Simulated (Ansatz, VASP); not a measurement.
**Al2Au: VASP beside Ansatz**

```
Al Au
1.0
     0.00000    3.00111    3.00111
     3.00111    0.00000    3.00111
     3.00111    3.00111    0.00000
Al Au
2 1
Direct
  0.25000 0.25000 0.25000
  0.75000 0.75000 0.75000
  0.00000 0.00000 0.00000
```

Alike in both runs: task single point; functional r2SCAN; k mesh 12 × 12 × 12; occupations gaussian, width 0.1 eV; no spin polarisation.

|  | VASP | Ansatz |
| --- | --- | --- |
| version | VASP 6.6.1 | Ansatz 0.2.0 |
| potentials or method | VASP PAW PBE potentials, release 64 (Al, Au), cutoff 520 eV | scalar-relativistic, plane waves, PAW |
| valence electrons in the cell | 17 | 25 |

Ansatz gave:

* gap on the k mesh at the Fermi level (eV): none
* pressure (GPa): 0.5

**Question.** Which values does VASP return?

**Answer.** gap on the k mesh at the Fermi level (eV): none; pressure (GPa): 0.1.

VASP's potentials were made for PBE, not for r2SCAN. A gap of «none» marks a metal or a gap that the smearing closes. VASP's potentials hold 17 valence electrons a cell and Ansatz's 25, so a difference there can come from the potentials and not from the codes.

Spin-orbit coupling is off throughout.
